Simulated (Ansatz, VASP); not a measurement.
AlNi: VASP beside Ansatz

```
Al Ni
1.0
     1.94053   -1.94050    0.00000
     1.94053    1.94050    0.00000
     0.00000    0.00000    3.05510
Al Ni
1 1
Direct
  0.00000 0.00000 0.00000
  0.50000 0.50000 0.50000
```

Alike in both runs: task single point; functional PBE; k mesh 16 × 16 × 16; occupations gaussian, width 0.15 eV; no spin polarisation.

```csv
,VASP,Ansatz
version,VASP 6.6.1,Ansatz 0.2.0
potentials or method,"VASP PAW PBE potentials, release 64 (Al, Ni), cutoff 520 eV","scalar-relativistic, plane waves, PAW"
valence electrons in the cell,13,21
```

Ansatz gave:

- gap on the k mesh at the Fermi level (eV): none
- pressure (GPa): 9.5
- traceless stress, the component that is largest in VASP (GPa): -3.99

Problem. Which values does VASP return?

Solution. gap on the k mesh at the Fermi level (eV): none; pressure (GPa): 9.7; traceless stress, the component that is largest in VASP (GPa): -4.12.

A gap of «none» marks a metal or a gap that the smearing closes. With one functional, cell and mesh, what is left measures potentials, basis and numerics. VASP's potentials hold 13 valence electrons a cell and Ansatz's 21, so a difference there can come from the potentials and not from the codes. Ansatz's warnings: near symmetry operations not taken.
